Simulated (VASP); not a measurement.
# TiAl3 (Pm-3m) in VASP: single point with r2SCAN

Aim: the single point of TiAl3 with r2SCAN.

Program: VASP 6.6.1. These are calculated values, not measurements. Logs are shortened: lines on timing, memory, paths and dates and some standing lists are left out, and cuts for length are marked.

### 1 The cell of the first run

It takes space group Pm-3m (No. 221, cubic). The conventional cell has a = 3.956 Å, b = 3.956 Å, c = 3.956 Å, α = 90.00°, β = 90.00°, γ = 90.00°. Within 3.7 Å of Ti (site symmetry m-3m) lie 12 Al at 2.80 Å. Al (site symmetry 4/mmm) has 4 Ti at 2.80 Å and 8 Al at 2.80 Å within 3.7 Å.

### 2 Single point, r2SCAN

Input file POSCAR:

```
TiAl3
1.0
    3.9556712500      0.0000000000      0.0000000000
    0.0000000000      3.9556712500      0.0000000000
    0.0000000000      0.0000000000      3.9556712500
Ti Al
1 3
Direct
    0.0000000000      0.0000000000      0.0000000000
    0.5000000000      0.5000000000      0.0000000000
    0.5000000000      0.0000000000      0.5000000000
    0.0000000000      0.5000000000      0.5000000000
```

Input file INCAR.step1:

```
PREC = Accurate
ENCUT = 520
ISMEAR = 0
SIGMA = 0.1
LREAL = False
LASPH = True
NELM = 80
NBANDS = 18
GGA = PE
ALGO = Normal
EDIFF = 1E-4
LWAVE = True
LCHARG = False
```

Input file INCAR.step2:

```
PREC = Accurate
ENCUT = 520
EDIFF = 1E-7
ISMEAR = 0
SIGMA = 0.1
LREAL = False
LASPH = True
NELM = 80
ALGO = Normal
ISIF = 2
LWAVE = False
LCHARG = False
METAGGA = R2SCAN
LMIXTAU = True
NBANDS = 18
ISTART = 1
```

Input file KPOINTS:

```
Automatic mesh
0
Gamma
  12 12 12
```

Potentials or basis: VASP PAW PBE potentials, release 64 (Ti_sv, Al).

On the command line:

```bash
> cat potpaw_PBE.64/Ti_sv/POTCAR potpaw_PBE.64/Al/POTCAR > POTCAR
> cp INCAR.step1 INCAR
> mpirun -np 1 vasp_std > vasp.out
> cp INCAR.step2 INCAR
> mpirun -np 1 vasp_std > vasp.out
```

OUTCAR:

```text
PREC = Accurate
   ENCUT = 520
   EDIFF = 1E-7
   ISMEAR = 0
   LREAL = False
   LASPH = True
   NELM = 80
   ISIF = 2
   METAGGA = R2SCAN
   ISTART = 1

 ion  position               nearest neighbor table
   1  0.000  0.000  0.000-   2 2.80   3 2.80   4 2.80   3 2.80   4 2.80   2 2.80   4 2.80   4 2.80
                             2 2.80   3 2.80   3 2.80   2 2.80
   2  0.500  0.500  0.000-   1 2.80   3 2.80   4 2.80   3 2.80   4 2.80   1 2.80   3 2.80   3 2.80
                             1 2.80   4 2.80   4 2.80   1 2.80
   3  0.500  0.000  0.500-   1 2.80   2 2.80   4 2.80   1 2.80   2 2.80   2 2.80   4 2.80   2 2.80
                             1 2.80   4 2.80   1 2.80   4 2.80
   4  0.000  0.500  0.500-   1 2.80   2 2.80   3 2.80   1 2.80   2 2.80   1 2.80   3 2.80   1 2.80
                             2 2.80   3 2.80   2 2.80   3 2.80

  LATTYP: Found a simple cubic cell.
 ALAT       =     3.9556712500

  Lattice vectors:

 A1 = (   3.9556712500,   0.0000000000,   0.0000000000)
 A2 = (   0.0000000000,   3.9556712500,   0.0000000000)
 A3 = (   0.0000000000,   0.0000000000,   3.9556712500)

Analysis of symmetry for initial positions (statically):
=====================================================================
 Subroutine PRICEL returns:
 Original cell was already a primitive cell.

 Routine SETGRP: Setting up the symmetry group for a
 simple cubic supercell.

 Subroutine GETGRP returns: Found 48 space group operations
 (whereof 48 operations were pure point group operations)
 out of a pool of 48 trial point group operations.

The static configuration has the point symmetry O_h .

Analysis of symmetry for dynamics (positions and initial velocities):
=====================================================================
 Subroutine PRICEL returns:
 Original cell was already a primitive cell.

 Routine SETGRP: Setting up the symmetry group for a
 simple cubic supercell.

 Subroutine GETGRP returns: Found 48 space group operations
 (whereof 48 operations were pure point group operations)
 out of a pool of 48 trial point group operations.

The dynamic configuration has the point symmetry O_h .

 Subroutine INISYM returns: Found 48 space group operations
 (whereof 48 operations are pure point group operations),
 and found     1 'primitive' translations

----------------------------------------------------------------------------------------

                                     Primitive cell

  volume of cell :      61.8957

  direct lattice vectors                    reciprocal lattice vectors
     3.955671250  0.000000000  0.000000000     0.252801595  0.000000000  0.000000000
     0.000000000  3.955671250  0.000000000     0.000000000  0.252801595  0.000000000
     0.000000000  0.000000000  3.955671250     0.000000000  0.000000000  0.252801595

  length of vectors
     3.955671250  3.955671250  3.955671250     0.252801595  0.252801595  0.252801595

  position of ions in fractional coordinates (direct lattice)
     0.000000000  0.000000000  0.000000000
     0.500000000  0.500000000  0.000000000
     0.500000000  0.000000000  0.500000000
     0.000000000  0.500000000  0.500000000

  ion indices of the primitive-cell ions
   primitive index   ion index
                 1           1
                 2           2
                 3           3
                 4           4

----------------------------------------------------------------------------------------

 KPOINTS: Automatic mesh

Automatic generation of k-mesh.
 Grid dimensions read from file:
 generate k-points for:   12   12   12

 Generating k-lattice:

  Cartesian coordinates                     Fractional coordinates (reciprocal lattice)
     0.021066800  0.000000000  0.000000000     0.083333333  0.000000000  0.000000000
     0.000000000  0.021066800  0.000000000     0.000000000  0.083333333  0.000000000
     0.000000000  0.000000000  0.021066800     0.000000000  0.000000000  0.083333333

  Length of vectors
     0.021066800  0.021066800  0.021066800

  Shift w.r.t. Gamma in fractional coordinates (k-lattice)
     0.000000000  0.000000000  0.000000000

 Subroutine IBZKPT returns following result:
 ===========================================

 Found     84 irreducible k-points:

 Following reciprocal coordinates:
            Coordinates               Weight
  0.000000  0.000000  0.000000      1.000000
  0.083333  0.000000  0.000000      6.000000
  0.166667  0.000000  0.000000      6.000000
  0.250000  0.000000  0.000000      6.000000
  0.333333  0.000000  0.000000      6.000000
  0.416667  0.000000  0.000000      6.000000
[... 16 lines left out ...]
  0.333333  0.333333  0.000000     12.000000
  0.416667  0.333333  0.000000     24.000000
 [... further k-points ...]
   k-points           NKPTS =     84   k-points in BZ     NKDIM =     84   number of bands    NBANDS=     18
   number of dos      NEDOS =    301   number of ions     NIONS =      4
   total plane-waves  NPLWV =  27000
   dimension x,y,z NGX =    30 NGY =   30 NGZ =   30
   dimension x,y,z NGXF=    60 NGYF=   60 NGZF=   60
   ions per type =               1   3
   NGX,Y,Z   is equivalent  to a cutoff of  12.61, 12.61, 12.61 a.u.
   NGXF,Y,Z  is equivalent  to a cutoff of  25.22, 25.22, 25.22 a.u.
 SYSTEM =  unknown system
   PREC   = accura    normal or accurate (medium, high low for compatibility)
   ISTART =      1    job   : 0-new  1-cont  2-samecut
   ICHARG =      0    charge: 1-file 2-atom 10-const
   ISPIN  =      1    spin polarized calculation?
   LNONCOLLINEAR =      F non collinear calculations
   LSORBIT =      F    spin-orbit coupling
   LASPH  =      T    aspherical Exc in radial PAW
   ENCUT  =  520.0 eV  38.22 Ry    6.18 a.u.   7.35  7.35  7.35*2*pi/ulx,y,z
   NELM   =     80;   NELMIN=  2; NELMDL=  0     # of ELM steps
   EDIFF  = 0.1E-06   stopping-criterion for ELM
   LREAL  =      F    real-space projection
   EDIFFG = 0.1E-05   stopping-criterion for IOM
   NSW    =      0    number of steps for IOM
   IBRION =     -1    ionic relax: 0-MD 1-quasi-New 2-CG
   NFREE  =      0    steps in history (QN), initial steepest desc. (CG)
   ISIF   =      2    stress and relaxation
   ISYM   =      2    0-nonsym 1-usesym 2-fastsym
   POTIM  = 0.5000    time-step for ionic-motion
   TEBEG  =    0.0;   TEEND  =   0.0 temperature during run
   PSTRESS=    0.0 pullay stress
   NELECT =      21.0000    total number of electrons
   NUPDOWN=      -1.0000    fix difference up-down
   EMIN   =  10.00;   EMAX   =-10.00  energy-range for DOS
   EFERMI =   0.00;   METHOD = LEGACY
   ISMEAR =     0;   SIGMA  =   0.10  broadening in eV -4-tet -1-fermi 0-gaus
   EFERMI_NEDOS =   21; number of points for ismear=-14 and -15
   IALGO  =     38    algorithm
   IMIX   =      4    mixing-type and parameters
     AMIX     =   0.40;   BMIX     =  1.00
     AMIX_MAG =   1.60;   BMIX_MAG =  1.00
  volume/ion in A,a.u.               =      15.47       104.42
  Fermi-wavevector in a.u.,A,eV,Ry     =   1.141811  2.157711 17.738371  1.303733
  Thomas-Fermi vector in A             =   2.278511
   LORBIT       =      0    0 simple, 1 ext, 2 COOP (PROOUT), +10 PAW based schemes
   METAGGA = R2SCAN    functional components
   LHFCALC =     F    Hartree Fock is set to
   AEXX    =    0.0000 exact exchange contribution
   IVDW    =     0    specifies the selected vdW correction
   LEPSILON=     F    determine dielectric tensor
   LRPA    =     F    only Hartree local field effects (RPA)
 non-spin polarized calculation
 Gauss-broadening in eV      SIGMA  =   0.10
  energy-cutoff  :      520.00
  volume of cell :       61.90
 maximum number of plane-waves:      1743
 NGX is ok and might be reduce to    30
   NGX = 15   NGY = 15   NGZ = 15

 number of electron      20.9999997 magnetization

 Free energy of the ion-electron system (eV)
  ---------------------------------------------------
  ext. energy  EPLUGINS =         0.00000000
  ---------------------------------------------------
  free energy    TOTEN  =       -34.81930042 eV

  energy without entropy =      -34.80699659  energy(sigma->0) =      -34.81314850

 E-fermi :   9.1750     XC(G=0): -11.5905

 val. band max:        9.1744144312   @ k =   0.1667   0.1667   0.0833
 cond. band min:       9.1751289407   @ k =   0.3333   0.3333   0.1667
 fundamental gap:      0.0007145095
 Fermi energy:         9.1750213389

 k-point     1 :       0.0000    0.0000    0.0000
  band No.  band energies     occupation
      1     -50.1691      2.00000
      2     -25.4350      2.00000
      3     -25.4350      2.00000
      4     -25.4350      2.00000
      5      -2.3280      2.00000
      6       5.9579      2.00000
[... 10 lines left out ...]
     17      15.2045      0.00000
     18      15.2045      0.00000

 k-point     2 :       0.0833    0.0000    0.0000
  band No.  band energies     occupation
      1     -50.1690      2.00000
      2     -25.4365      2.00000
      3     -25.4349      2.00000
      4     -25.4349      2.00000
      5      -2.2566      2.00000
      6       5.2983      2.00000
[... 10 lines left out ...]
     17      15.0989      0.00000
     18      15.0989      0.00000

 k-point     3 :       0.1667    0.0000    0.0000
  band No.  band energies     occupation
      1     -50.1688      2.00000
      2     -25.4405      2.00000
      3     -25.4346      2.00000
      4     -25.4346      2.00000
      5      -2.0438      2.00000
      6       4.2410      2.00000
[... 10 lines left out ...]
     17      14.6162      0.00000
     18      14.6162      0.00000

 k-point     4 :       0.2500    0.0000    0.0000
  band No.  band energies     occupation
      1     -50.1686      2.00000
      2     -25.4461      2.00000
      3     -25.4342      2.00000
      4     -25.4342      2.00000
      5      -1.6939      2.00000
      6       3.1512      2.00000
[... 375 lines left out ...]
      4     -25.4326      2.00000
      5       0.3040      2.00000
      6       1.2927      2.00000
[... 10 lines left out ...]
     17      14.3346      0.00000
     18      14.8362      0.00000

 k-point    23 :       0.3333    0.3333    0.0000
  band No.  band energies     occupation
      1     -50.1677      2.00000
      2     -25.4499      2.00000
      3     -25.4494      2.00000
      4     -25.4326      2.00000
      5      -0.1778      2.00000
      6       3.0474      2.00000
[... 10 lines left out ...]
     17      13.7609      0.00000
     18      14.8818      0.00000

 k-point    24 :       0.4167    0.3333    0.0000
  band No.  band energies     occupation
      1     -50.1676      2.00000
      2     -25.4536      2.00000
      3     -25.4492      2.00000
      4     -25.4323      2.00000
      5       0.3426      2.00000
      6       2.2137      2.00000
[... 10 lines left out ...]
     17      13.6588      0.00000
     18      14.9843      0.00000

 [... further k-points ...]
[... 5 lines left out ...]
  --------------------------------------------------------------------------------------
  -------------------------------------------------------------------------------------
  Total       -0.0321905     -0.0321905     -0.0321905      0.0000000      0.0000000     -0.0000000
  in kB       -0.8332548     -0.8332548     -0.8332548      0.0000000      0.0000000     -0.0000000
  external PRESSURE =      -0.8332548 kB  Pullay stress =       0.0000000 kB

 VOLUME and BASIS-vectors are now :
 -----------------------------------------------------------------------------
  energy-cutoff  :      520.00
  volume of cell :       61.90
      direct lattice vectors                 reciprocal lattice vectors
     3.955671250  0.000000000  0.000000000     0.252801595  0.000000000  0.000000000
     0.000000000  3.955671250  0.000000000     0.000000000  0.252801595  0.000000000
     0.000000000  0.000000000  3.955671250     0.000000000  0.000000000  0.252801595

 POSITION                                       TOTAL-FORCE (eV/Angst)
 -----------------------------------------------------------------------------------
      0.00000      0.00000      0.00000         0.000000      0.000000      0.000000
      1.97784      1.97784      0.00000         0.000000      0.000000      0.000000
      1.97784      0.00000      1.97784         0.000000      0.000000      0.000000
      0.00000      1.97784      1.97784         0.000000      0.000000      0.000000
 -----------------------------------------------------------------------------------
    total drift:                                0.000000     -0.000000      0.000000

  FREE ENERGIE OF THE ION-ELECTRON SYSTEM (eV)
  ---------------------------------------------------
  free  energy   TOTEN  =       -34.8193004228 eV

  energy  without entropy=      -34.8069965853  energy(sigma->0) =      -34.81314850
```

It took 3.3 min on 1 thread of Intel Xeon Platinum 8488C (Sapphire Rapids), shared host; peak memory 0.23 GiB.

Results:

* Free energy: -34.8193 eV
* Pressure: -0.1 GPa

Caveat: the PAW data sets were made with another functional, which shifts forces and pressure a little.
